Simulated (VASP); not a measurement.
HfZrS4, 6 atoms in the cell. It takes space group P-3m1 (No. 164, trigonal). The conventional cell has a = 3.669 Å, b = 3.669 Å, c = 13.084 Å, α = 90.00°, β = 90.00°, γ = 120.00°. Zr (site symmetry -3m) has 6 S at 2.57 Å within 3.4 Å. Within 3.4 Å of Hf (site symmetry -3m) lie 6 S at 2.56 Å. Within 3.4 Å of S (site symmetry 3m) lie 3 Hf at 2.56 Å. Within 3.4 Å of S (site symmetry 3m) lie 3 Zr at 2.57 Å. 

| Item | Value |
| --- | --- |
| Program | VASP 6.6.1 |
| Task | single point |
| Functional | PBE |
| Potentials or basis | VASP PAW PBE potentials, release 64 (Zr_sv, Hf_pv, S) |
| Cutoff | 520 eV |
| k mesh | 6 × 6 × 2 |
| Occupations | gaussian, width 0.1 eV |
| Spin | no spin polarisation |
| Dipole correction | no |
| Further INCAR settings | ALGO = Normal; EDIFF = 1e-06; NBANDS = 32 |

Potentials or basis: VASP PAW PBE potentials, release 64 (Zr_sv, Hf_pv, S).

Run with:

```console
$ cat potpaw_PBE.64/Zr_sv/POTCAR potpaw_PBE.64/Hf_pv/POTCAR potpaw_PBE.64/S/POTCAR > POTCAR
$ mpirun -np 1 vasp_std > vasp.out
```

Hardware: 1 thread of Intel(R) Xeon(R) 6975P-C (Granite Rapids), with other jobs on the host.

Q: How long does it take, and how much memory?

A: It took 48 s on 1 thread of Intel(R) Xeon(R) 6975P-C (Granite Rapids), with other jobs on the host, peak memory 0.29 GiB. Counts: scf iterations 15, k points 14.
